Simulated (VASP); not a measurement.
**Ga: electric field gradients with PBE**

Ga:

```
CELL_PARAMETERS angstrom
1.47900 -4.14630 0.00000
1.47900 4.14630 0.00000
0.00000 0.00000 3.17000
ATOMIC_POSITIONS crystal
Ga 0.86700 0.13300 0.25000
Ga 0.13300 0.86700 0.75000
```

This cell differs from its parent crystal: equal xx and yy strain of +2 %.

* Program: VASP 6.6.1
* Task: electric field gradients
* Functional: PBE
* Potentials or basis: VASP PAW PBE potentials, release 64 (Ga_d)
* Cutoff: 520 eV
* k mesh: 12 × 12 × 10
* Occupations: fermi-dirac, width 0.08 eV
* Spin: no spin polarisation
* Dipole correction: no
* Further INCAR settings: ALGO = Normal; EDIFF = 1e-08; NBANDS = 20

- Pressure: -0.1 GPa
- Largest force: 0.182 eV/Å
- Band gap on the k mesh: zero (band 13 reaches 10.62 eV, above the bottom of band 14 at 1.27 eV)

Forces in eV/Å, atoms in the order of the input:
```
Ga   0.000  0.182  0.000
Ga   0.000 -0.182  0.000
```

Stress tensor (GPa, compression positive):
```
-2.41  0.00  0.00
 0.00  1.06  0.00
 0.00  0.00  0.93
```

Levels at points of the mesh, in eV from the Fermi level:
| k point | band 9 | band 10 | band 11 | band 12 | band 13 | band 14 | band 15 | band 16 | band 17 | band 18 |
| --- | --- | --- | --- | --- | --- | --- | --- | --- | --- | --- |
| (0.00, 0.00, 0.00) | -14.81 | -14.67 | -10.95 | -2.25 | -1.78 | 3.20 | 6.81 | 7.36 | 8.27 | 10.01 |
| (0.50, 0.00, 0.00) | -14.73 | -14.72 | -6.70 | -5.30 | -1.76 | -0.58 | 6.19 | 6.79 | 8.44 | 9.30 |
| (0.50, 0.50, 0.00) | -14.78 | -14.73 | -9.01 | -8.39 | 5.33 | 5.42 | 6.02 | 7.03 | 7.10 | 8.96 |
| (0.00, 0.00, 0.50) | -14.75 | -14.75 | -7.13 | -7.13 | 1.83 | 1.83 | 2.33 | 2.33 | 9.86 | 9.86 |
| (0.50, 0.00, 0.50) | -14.72 | -14.72 | -3.04 | -3.04 | -1.50 | -1.50 | 1.82 | 1.82 | 4.12 | 4.12 |
| (0.50, 0.50, 0.50) | -14.78 | -14.78 | -5.44 | -5.44 | -4.02 | -4.02 | 9.17 | 9.17 | 10.88 | 10.88 |

Electric field gradients, principal values (V/Å²):
| atom | least | middle | greatest (by size) |
| --- | --- | --- | --- |
| 1 Ga | 11.987 | 13.896 | -25.883 |
| 2 Ga | 11.987 | 13.896 | -25.883 |

Run time: 3.9 min on 1 thread of AMD EPYC 7R43 64-Core Processor (Zen 3) (shared host), peak memory 0.26 GiB.

Caveat: the cell differs from its parent crystal (equal xx and yy strain of +2 %); without QUAD_EFG the Cq values of the log hold for a quadrupole moment of 1 mb, not for the nuclei.
